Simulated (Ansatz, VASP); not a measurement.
Mg5Se: VASP beside Ansatz

```
Mg Se
1.0
     0.00000    4.99652    4.99652
     4.99652    0.00000    4.99652
     4.99652    4.99652    0.00000
Mg Se
5 1
Direct
  0.00000 0.00000 0.00000
  0.60463 0.18612 0.60463
  0.60463 0.60463 0.60463
  0.18612 0.60463 0.60463
  0.60463 0.60463 0.18612
  0.75000 0.75000 0.75000
```

Alike in both runs: task relaxation of cell and atoms; functional PBE; k mesh 8 × 8 × 8; occupations gaussian, width 0.1 eV; no spin polarisation.

```csv
,VASP,Ansatz
version,VASP 6.6.1,Ansatz 0.2.0
potentials or method,"VASP PAW PBE potentials, release 64 (Mg, Se), cutoff 600 eV","scalar-relativistic, plane waves, PAW"
valence electrons in the cell,16,66
```

```csv
,VASP,Ansatz,Ansatz less VASP
"gap on the k mesh at the Fermi level, each at its own relaxed structure (eV)",none,none,-
relaxed volume (Å³/atom),41.17,41.17,+0.006
relaxed length of the cell vector where the two differ most in proportion (Å),7.043,7.043,+0.0004
```

A gap of «none» marks a metal or a gap that the smearing closes. VASP's potentials hold 16 valence electrons a cell and Ansatz's 66, so a difference there can come from the potentials and not from the codes.
